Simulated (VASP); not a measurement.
Here is a VASP 6.6.1 calculation.

Contents of INCAR:

```
PREC = Accurate
ENCUT = 520
EDIFF = 1E-6
ISMEAR = 1
SIGMA = 0.1
LREAL = False
LASPH = True
NELM = 100
ALGO = Normal
ISIF = 2
LWAVE = False
LCHARG = False
GGA = PE
NBANDS = 12
```

Contents of KPOINTS:

```
regular mesh
0
Gamma
  13 13 13
```

Contents of POSCAR:

```
Au
1.0
    0.0000000000      2.0782552709      2.0782552709
    2.0782552709      0.0000000000      2.0782552709
    2.0782552709      2.0782552709      0.0000000000
Au
1
Direct
    0.0000000000      0.0000000000      0.0000000000
```

Potentials or basis: VASP PAW PBE potentials, release 64 (Au).

Run with:

```bash
$ cat potpaw_PBE.64/Au/POTCAR > POTCAR
$ mpirun -np 1 vasp_std > vasp.out
```

Task: What does it give for the pressure?

Result: -0.4 GPa.
